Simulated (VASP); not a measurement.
# Ti2B3 (P-3m1) in VASP: further runs

Runs on Ti2B3. Level: PBE. Tasks: single point, relaxation of cell and atoms.

All numbers are computed with VASP 6.6.1; they aren't measurements. Logs are shortened: lines on timing, memory, paths and dates and some standing lists are left out, and cuts for length are marked.

## Step 1: The cell of the first run

The structure is trigonal, space group P-3m1 (No. 164). The conventional cell has a = 3.690 Å, b = 3.690 Å, c = 4.565 Å, α = 90.00°, β = 90.00°, γ = 120.00°. Ti (site symmetry 3m) has 8 B at 2.13 to 2.42 Å within 2.8 Å. Within 3.2 Å of B (site symmetry -3m) lie 6 B at 2.42 Å and 6 Ti at 2.42 Å. B (site symmetry 3m) has 5 Ti at 2.13 to 2.31 Å and 3 B at 2.42 Å within 2.8 Å.

## Step 2: Single point, PBE

The input, INCAR:

```
ALGO = Normal ; EDIFF = 1E-7
ENCUT = 520 ; GGA = PE
ISIF = 2 ; ISMEAR = 0
LASPH = T ; LCHARG = T
LELF = T ; LREAL = F
LVHAR = T ; LWAVE = F
NBANDS = 24 ; NELM = 60
PREC = Accurate ; SIGMA = 0.1
```

The input, KPOINTS:

```
k-points
0
Gamma
  12 12 8
```

The input, POSCAR:

```
Ti2B3
1.0
    3.6895060265      0.0000000000      0.0000000000
   -1.8447530133      3.1952059464      0.0000000000
    0.0000000000      0.0000000000      4.5645275072
Ti B
2 3
Direct
    0.3333333333      0.6666666667      0.2527107194
    0.6666666667      0.3333333333      0.7472892806
    0.0000000000      0.0000000000      0.0000000000
    0.3333333333      0.6666666667      0.7476131586
    0.6666666667      0.3333333333      0.2523868414
```

Potentials or basis: VASP PAW PBE potentials, release 64 (Ti_sv, B).

Run with:

```sh
$ cat potpaw_PBE.64/Ti_sv/POTCAR potpaw_PBE.64/B/POTCAR > POTCAR
$ mpirun -np 1 vasp_std > vasp.out
```

OUTCAR:

```text
EDIFF = 1E-7
   ENCUT = 520
   GGA = PE
   ISIF = 2
   ISMEAR = 0
   LASPH = T
   LREAL = F
   NELM = 60
   PREC = Accurate

 ion  position               nearest neighbor table
   1  0.333  0.667  0.253-   5 2.13   5 2.13   5 2.13   4 2.26   4 2.31   3 2.42   3 2.42   3 2.42

   2  0.667  0.333  0.747-   4 2.13   4 2.13   4 2.13   5 2.26   5 2.31   3 2.42   3 2.42   3 2.42

   3  0.000  0.000  0.000-   1 2.42   2 2.42   2 2.42   1 2.42   2 2.42   1 2.42
   4  0.333  0.667  0.748-   2 2.13   2 2.13   2 2.13   1 2.26   1 2.31
   5  0.667  0.333  0.252-   1 2.13   1 2.13   1 2.13   2 2.26   2 2.31

  LATTYP: Found a hexagonal cell.
 ALAT       =     3.6895060265
 C/A-ratio  =     1.2371649414

  Lattice vectors:

 A1 = (   3.6895060265,   0.0000000000,   0.0000000000)
 A2 = (  -1.8447530133,   3.1952059464,   0.0000000000)
 A3 = (   0.0000000000,   0.0000000000,   4.5645275072)

Analysis of symmetry for initial positions (statically):
=====================================================================
 Subroutine PRICEL returns:
 Original cell was already a primitive cell.

 Routine SETGRP: Setting up the symmetry group for a
 hexagonal supercell.

 Subroutine GETGRP returns: Found 12 space group operations
 (whereof 12 operations were pure point group operations)
 out of a pool of 24 trial point group operations.

The static configuration has the point symmetry D_3d.

Analysis of symmetry for dynamics (positions and initial velocities):
=====================================================================
 Subroutine PRICEL returns:
 Original cell was already a primitive cell.

 Routine SETGRP: Setting up the symmetry group for a
 hexagonal supercell.

 Subroutine GETGRP returns: Found 12 space group operations
 (whereof 12 operations were pure point group operations)
 out of a pool of 24 trial point group operations.

The dynamic configuration has the point symmetry D_3d.

 Subroutine INISYM returns: Found 12 space group operations
 (whereof 12 operations are pure point group operations),
 and found     1 'primitive' translations

----------------------------------------------------------------------------------------

                                     Primitive cell

  volume of cell :      53.8100

  direct lattice vectors                    reciprocal lattice vectors
     3.689506027  0.000000000  0.000000000     0.271038994  0.156484436  0.000000000
    -1.844753013  3.195205946  0.000000000     0.000000000  0.312968872  0.000000000
     0.000000000  0.000000000  4.564527507     0.000000000  0.000000000  0.219080726

  length of vectors
     3.689506027  3.689506027  4.564527507     0.312968872  0.312968872  0.219080726

  position of ions in fractional coordinates (direct lattice)
     0.333333333  0.666666667  0.252710719
     0.666666667  0.333333333  0.747289281
     0.000000000  0.000000000  0.000000000
     0.333333333  0.666666667  0.747613159
     0.666666667  0.333333333  0.252386841

  ion indices of the primitive-cell ions
   primitive index   ion index
                 1           1
                 2           2
                 3           3
                 4           4
                 5           5

----------------------------------------------------------------------------------------

 KPOINTS: k-points

Automatic generation of k-mesh.
 Grid dimensions read from file:
 generate k-points for:   12   12    8

 Generating k-lattice:

  Cartesian coordinates                     Fractional coordinates (reciprocal lattice)
     0.022586583  0.013040370  0.000000000     0.083333333  0.000000000  0.000000000
     0.000000000  0.026080739  0.000000000     0.000000000  0.083333333  0.000000000
     0.000000000  0.000000000  0.027385091     0.000000000  0.000000000  0.125000000

  Length of vectors
     0.026080739  0.026080739  0.027385091

  Shift w.r.t. Gamma in fractional coordinates (k-lattice)
     0.000000000  0.000000000  0.000000000

 Subroutine IBZKPT returns following result:
 ===========================================

 Found    131 irreducible k-points:

 Following reciprocal coordinates:
            Coordinates               Weight
  0.000000  0.000000  0.000000      1.000000
  0.083333  0.000000  0.000000      6.000000
  0.166667  0.000000  0.000000      6.000000
  0.250000  0.000000  0.000000      6.000000
  0.333333  0.000000  0.000000      6.000000
  0.416667  0.000000  0.000000      6.000000
[... 16 lines left out ...]
  0.166667  0.000000  0.125000      6.000000
  0.000000  0.166667  0.125000      6.000000
 [... further k-points ...]
   k-points           NKPTS =    131   k-points in BZ     NKDIM =    131   number of bands    NBANDS=     24
   number of dos      NEDOS =    301   number of ions     NIONS =      5
   total plane-waves  NPLWV =  28224
   dimension x,y,z NGX =    28 NGY =   28 NGZ =   36
   dimension x,y,z NGXF=    56 NGYF=   56 NGZF=   72
   ions per type =               2   3
   NGX,Y,Z   is equivalent  to a cutoff of  12.62, 12.62, 13.11 a.u.
   NGXF,Y,Z  is equivalent  to a cutoff of  25.23, 25.23, 26.22 a.u.
 SYSTEM =  unknown system
   PREC   = accura    normal or accurate (medium, high low for compatibility)
   ISTART =      0    job   : 0-new  1-cont  2-samecut
   ICHARG =      2    charge: 1-file 2-atom 10-const
   ISPIN  =      1    spin polarized calculation?
   LNONCOLLINEAR =      F non collinear calculations
   LSORBIT =      F    spin-orbit coupling
   LASPH  =      T    aspherical Exc in radial PAW
   ENCUT  =  520.0 eV  38.22 Ry    6.18 a.u.   6.86  6.86  8.49*2*pi/ulx,y,z
   NELM   =     60;   NELMIN=  2; NELMDL= -5     # of ELM steps
   EDIFF  = 0.1E-06   stopping-criterion for ELM
   LREAL  =      F    real-space projection
   EDIFFG = 0.1E-05   stopping-criterion for IOM
   NSW    =      0    number of steps for IOM
   IBRION =     -1    ionic relax: 0-MD 1-quasi-New 2-CG
   NFREE  =      0    steps in history (QN), initial steepest desc. (CG)
   ISIF   =      2    stress and relaxation
   ISYM   =      2    0-nonsym 1-usesym 2-fastsym
   POTIM  = 0.5000    time-step for ionic-motion
   TEBEG  =    0.0;   TEEND  =   0.0 temperature during run
   PSTRESS=    0.0 pullay stress
   NELECT =      33.0000    total number of electrons
   NUPDOWN=      -1.0000    fix difference up-down
   EMIN   =  10.00;   EMAX   =-10.00  energy-range for DOS
   EFERMI =   0.00;   METHOD = LEGACY
   ISMEAR =     0;   SIGMA  =   0.10  broadening in eV -4-tet -1-fermi 0-gaus
   EFERMI_NEDOS =   21; number of points for ismear=-14 and -15
   IALGO  =     38    algorithm
   IMIX   =      4    mixing-type and parameters
     AMIX     =   0.40;   BMIX     =  1.00
     AMIX_MAG =   1.60;   BMIX_MAG =  1.00
  volume/ion in A,a.u.               =      10.76        72.63
  Fermi-wavevector in a.u.,A,eV,Ry     =   1.390887  2.628395 26.321376  1.934567
  Thomas-Fermi vector in A             =   2.514779
   LORBIT       =      0    0 simple, 1 ext, 2 COOP (PROOUT), +10 PAW based schemes
   GGA     = PE    functional components
   LHFCALC =     F    Hartree Fock is set to
   AEXX    =    0.0000 exact exchange contribution
   IVDW    =     0    specifies the selected vdW correction
   LEPSILON=     F    determine dielectric tensor
   LRPA    =     F    only Hartree local field effects (RPA)
 non-spin polarized calculation
 Gauss-broadening in eV      SIGMA  =   0.10
  energy-cutoff  :      520.00
  volume of cell :       53.81
 maximum number of plane-waves:      1479
   NGX = 13   NGY = 13   NGZ = 17

 number of electron      32.9999997 magnetization

 Free energy of the ion-electron system (eV)
  ---------------------------------------------------
  ext. energy  EPLUGINS =         0.00000000
  ---------------------------------------------------
  free energy    TOTEN  =       -35.28433111 eV

  energy without entropy =      -35.27523365  energy(sigma->0) =      -35.27978238

 E-fermi :   8.0438     XC(G=0): -11.8576

 val. band max:        8.0393126344   @ k =   0.2500   0.0000   0.1250
 cond. band min:       8.0536202570   @ k =   0.0833   0.0000   0.0000
 fundamental gap:      0.0143076227
 Fermi energy:         8.0438348271

 k-point     1 :       0.0000    0.0000    0.0000
  band No.  band energies     occupation
      1     -48.5861      2.00000
      2     -48.5266      2.00000
      3     -24.9554      2.00000
      4     -24.9554      2.00000
      5     -24.9509      2.00000
      6     -24.8562      2.00000
[... 16 lines left out ...]
     23      11.4337      0.00000
     24      13.1905      0.00000

 k-point     2 :       0.0833    0.0000    0.0000
  band No.  band energies     occupation
      1     -48.5850      2.00000
      2     -48.5272      2.00000
      3     -24.9595      2.00000
      4     -24.9586      2.00000
      5     -24.9457      2.00000
      6     -24.8617      2.00000
[... 16 lines left out ...]
     23      11.5322      0.00000
     24      12.7565      0.00000

 k-point     3 :       0.1667    0.0000    0.0000
  band No.  band energies     occupation
      1     -48.5815      2.00000
      2     -48.5289      2.00000
      3     -24.9707      2.00000
      4     -24.9671      2.00000
      5     -24.9304      2.00000
      6     -24.8766      2.00000
[... 16 lines left out ...]
     23      11.7422      0.00000
     24      12.0273      0.00000

 k-point     4 :       0.2500    0.0000    0.0000
  band No.  band energies     occupation
      1     -48.5763      2.00000
      2     -48.5319      2.00000
      3     -24.9861      2.00000
      4     -24.9782      2.00000
      5     -24.9074      2.00000
      6     -24.8963      2.00000
[... 16 lines left out ...]
     23      11.2704      0.00000
     24      11.8294      0.00000

 k-point     5 :       0.3333    0.0000    0.0000
  band No.  band energies     occupation
      1     -48.5702      2.00000
      2     -48.5358      2.00000
      3     -25.0018      2.00000
      4     -24.9887      2.00000
      5     -24.9168      2.00000
      6     -24.8780      2.00000
[... 16 lines left out ...]
     23      11.4254      0.00000
     24      11.8110      0.00000

 k-point     6 :       0.4167    0.0000    0.0000
  band No.  band energies     occupation
      1     -48.5645      2.00000
      2     -48.5398      2.00000
      3     -25.0134      2.00000
      4     -24.9961      2.00000
      5     -24.9310      2.00000
      6     -24.8530      2.00000
[... 16 lines left out ...]
     23      11.4024      0.00000
     24      11.9437      0.00000
[... 379 lines left out ...]
 k-point    21 :       0.0833    0.0000    0.1250
  band No.  band energies     occupation
      1     -48.5828      2.00000
      2     -48.5294      2.00000
      3     -24.9610      2.00000
      4     -24.9551      2.00000
      5     -24.9287      2.00000
      6     -24.8666      2.00000
[... 16 lines left out ...]
     23      12.2156      0.00000
     24      12.3456      0.00000

 k-point    22 :       0.0000    0.0833    0.1250
  band No.  band energies     occupation
      1     -48.5828      2.00000
      2     -48.5294      2.00000
      3     -24.9620      2.00000
      4     -24.9543      2.00000
      5     -24.9285      2.00000
      6     -24.8657      2.00000
[... 16 lines left out ...]
     23      12.0207      0.00000
     24      12.6232      0.00000

 k-point    23 :       0.1667    0.0000    0.1250
  band No.  band energies     occupation
      1     -48.5795      2.00000
      2     -48.5310      2.00000
      3     -24.9761      2.00000
      4     -24.9635      2.00000
      5     -24.9112      2.00000
      6     -24.8829      2.00000
[... 16 lines left out ...]
     23      11.5346      0.00000
     24      12.1232      0.00000

 k-point    24 :       0.0000    0.1667    0.1250
  band No.  band energies     occupation
      1     -48.5795      2.00000
      2     -48.5310      2.00000
      3     -24.9783      2.00000
      4     -24.9622      2.00000
      5     -24.9095      2.00000
      6     -24.8820      2.00000
[... 16 lines left out ...]
     23      11.5465      0.00000
     24      12.4489      0.00000

 [... further k-points ...]
[... 5 lines left out ...]
  --------------------------------------------------------------------------------------
  -------------------------------------------------------------------------------------
  Total        0.0027371      0.0027371      0.0025424     -0.0000000     -0.0000000      0.0000000
  in kB        0.0814978      0.0814978      0.0757005     -0.0000000     -0.0000000      0.0000000
  external PRESSURE =       0.0795653 kB  Pullay stress =       0.0000000 kB

 VOLUME and BASIS-vectors are now :
 -----------------------------------------------------------------------------
  energy-cutoff  :      520.00
  volume of cell :       53.81
      direct lattice vectors                 reciprocal lattice vectors
     3.689506027  0.000000000  0.000000000     0.271038994  0.156484436  0.000000000
    -1.844753013  3.195205946  0.000000000     0.000000000  0.312968872  0.000000000
     0.000000000  0.000000000  4.564527507     0.000000000  0.000000000  0.219080726

 POSITION                                       TOTAL-FORCE (eV/Angst)
 -----------------------------------------------------------------------------------
     -0.00000      2.13014      1.15351         0.000000     -0.000000      0.005555
      1.84475      1.06507      3.41102        -0.000000      0.000000     -0.005555
      0.00000      0.00000      0.00000        -0.000000      0.000000      0.000000
     -0.00000      2.13014      3.41250        -0.000000      0.000000     -0.002552
      1.84475      1.06507      1.15203        -0.000000      0.000000      0.002552
 -----------------------------------------------------------------------------------
    total drift:                                0.000000     -0.000000      0.000000

  FREE ENERGIE OF THE ION-ELECTRON SYSTEM (eV)
  ---------------------------------------------------
  free  energy   TOTEN  =       -35.2843311108 eV

  energy  without entropy=      -35.2752336477  energy(sigma->0) =      -35.27978238
```

Wall time 87 s (1 thread of Intel Xeon 6975P-C, shared host); peak memory 0.28 GiB.

Results:

- Free energy: -35.2843 eV
- Pressure: 0.0 GPa
- Largest force: 0.006 eV/Å

Forces on the atoms (eV/Å):
```
Ti   0.000  0.000  0.006
Ti   0.000  0.000 -0.006
B    0.000  0.000  0.000
B    0.000  0.000 -0.003
B    0.000  0.000  0.003
```

## Step 3: Relaxation of cell and atoms, PBE

The input, INCAR:

```
SYSTEM = Ti2B3
  PREC = Accurate
  ENCUT = 600
  EDIFF = 1E-6
  ISMEAR = 0
  SIGMA = 0.1
  LREAL = .False.
  LASPH = .True.
  NELM = 80
  ALGO = Normal
  ISIF = 3
  LWAVE = .False.
  LCHARG = .False.
  GGA = PE
  IBRION = 2
  NSW = 100
  EDIFFG = -0.01
```

The input, KPOINTS:

```
Automatic mesh
0
Gamma
  12 12 8
  0 0 0
```

The input, POSCAR:

```
Ti2B3
1.0
    3.6901090456      0.0000000000      0.0000000000
   -1.8450545228      3.1957281762      0.0000000000
    0.0000000000      0.0000000000      4.5663289054
Ti B
2 3
Direct
    0.3333333333      0.6666666667      0.2521008288
    0.6666666667      0.3333333333      0.7478991712
    0.0000000000      0.0000000000      0.0000000000
    0.3333333333      0.6666666667      0.7462884379
    0.6666666667      0.3333333333      0.2537115621
```

Potentials or basis: VASP PAW PBE potentials, release 64 (Ti_sv, B).

Run with:

```sh
$ cat potpaw_PBE.64/Ti_sv/POTCAR potpaw_PBE.64/B/POTCAR > POTCAR
$ mpirun -np 1 vasp_std > vasp.out
```

Run time: 7.8 min. Hardware: 1 thread of Intel Xeon 6975P-C, shared host; peak memory 0.29 GiB.

The run converged. Its results:

```yaml
Free_energy: -35.2863 eV
Relaxed_volume: 10.76 Å³/atom
Relaxed_cell: a = 3.690 Å, b = 3.690 Å, c = 4.564 Å, α = 90.00°, β = 90.00°, γ = 120.00°
Space_group_after_relaxing_to_0.05_Å: P-3m1 (No. 164)
Energy_gained_by_relaxing: 0.1 meV/atom
Ionic_steps: 7
Pressure_after_relaxing: 0.0 GPa
Largest_force_after_relaxing: 0.004 eV/Å
```

Forces in eV/Å, atoms in the order of the input:
```
Ti   0.000  0.000  0.001
Ti   0.000  0.000 -0.001
B    0.000  0.000  0.000
B    0.000  0.000 -0.004
B    0.000  0.000  0.004
```

Stress tensor (GPa, compression positive):
```
-0.09  0.00  0.00
 0.00 -0.09  0.00
 0.00  0.00  0.09
```

Step by step:
| step | energy change (eV) | largest force (eV/Å) | pressure (GPa) | volume (Å³) |
| --- | --- | --- | --- | --- |
| 1 | 0.0000 | 0.0351 | -0.06 | 53.85 |
| 2 | -0.0001 | 0.0230 | 0.01 | 53.82 |
| 3 | -0.0002 | 0.0165 | -0.01 | 53.80 |
| 4 | -0.0001 | 0.0151 | 0.14 | 53.77 |
| 5 | -0.0002 | 0.0147 | 0.11 | 53.79 |
| 6 | -0.0002 | 0.0082 | 0.04 | 53.80 |
| 7 | -0.0003 | 0.0040 | -0.03 | 53.82 |

Final structure:
```xyz
5
Lattice="3.6903 0.0000 0.0000 -1.8451 3.1959 0.0000 0.0000 0.0000 4.5635" Properties=species:S:1:pos:R:3 pbc="T T T"
Ti    0.0000    2.1306    1.1535
Ti    1.8451    1.0653    3.4101
B     0.0000    0.0000    4.5635
B     0.0000    2.1306    3.4120
B     1.8451    1.0653    1.1516
```

Levels at points of the mesh, in eV from the Fermi level:
```csv
k point,band 12,band 13,band 14,band 15,band 16,band 17,band 18,band 19,band 20
"(0.00, 0.00, 0.00)",-3.74,-3.74,-2.46,-2.46,0.17,0.17,0.31,1.31,1.31
"(0.50, 0.00, 0.00)",-3.24,-3.04,-2.73,-2.46,-0.73,0.20,0.56,0.81,1.04
"(0.00, 0.00, 0.50)",-4.01,-2.83,-2.83,-2.58,-2.50,1.10,1.73,1.73,2.05
"(0.50, 0.00, 0.50)",-4.78,-3.42,-2.93,-2.58,-1.30,0.38,0.45,0.51,1.72
```
